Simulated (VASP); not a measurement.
Write the native input for VASP 6.6.1 that does the following.

* Task: dielectric tensor
* Functional: PBE
* Potentials or basis: VASP PAW PBE potentials, release 64 (K_sv, F)
* Cutoff: 520 eV
* k mesh: 8 × 8 × 8
* Occupations: gaussian, width 0.01 eV
* Spin: no spin polarisation
* Dipole correction: no
* Further INCAR settings: ALGO = Normal; EDIFF = 1e-08

The structure of KF (Carobbiite) lies in POSCAR:

```
KF
1.0
    0.0000000000      2.6589566750      2.6589566750
    2.6589566750      0.0000000000      2.6589566750
    2.6589566750      2.6589566750      0.0000000000
K F
1 1
Direct
    0.0000000000      0.0000000000      0.0000000000
    0.5000000000      0.5000000000      0.5000000000
```

One way to write it, as run:

INCAR

```
ALGO     = Normal         # electronic algorithm
EDIFF    = 1E-8           # SCF threshold, eV
ENCUT    = 520            # plane-wave cutoff, eV
GGA      = PE             # functional
ISIF     = 2              # what is computed and relaxed
ISMEAR   = 0              # smearing method
LASPH    = True           # aspherical terms in the spheres
LCHARG   = False          # write CHGCAR
LEPSILON = True           # dielectric tensor by DFPT
LREAL    = False          # projectors in reciprocal space
LWAVE    = False          # write WAVECAR
NELM     = 80             # most SCF steps
PREC     = Accurate       # precision mode
SIGMA    = 0.01           # smearing width, eV
```

KPOINTS

```
k-points
0
Gamma
  8 8 8
```

Potentials or basis: VASP PAW PBE potentials, release 64 (K_sv, F).

Launch:

```console
$ cat potpaw_PBE.64/K_sv/POTCAR potpaw_PBE.64/F/POTCAR > POTCAR
$ mpirun -np 1 vasp_std > vasp.out
```

It gave:

* Band gap on the k mesh: 6.24 eV, direct
* Electronic dielectric tensor (diagonal): 1.99
* Born charges (mean of the diagonal): K +1.14; F -1.14 e

Run time: 2 min on 1 thread of Intel(R) Xeon(R) 6975P-C (Granite Rapids), with other jobs on the host, peak memory 0.21 GiB.
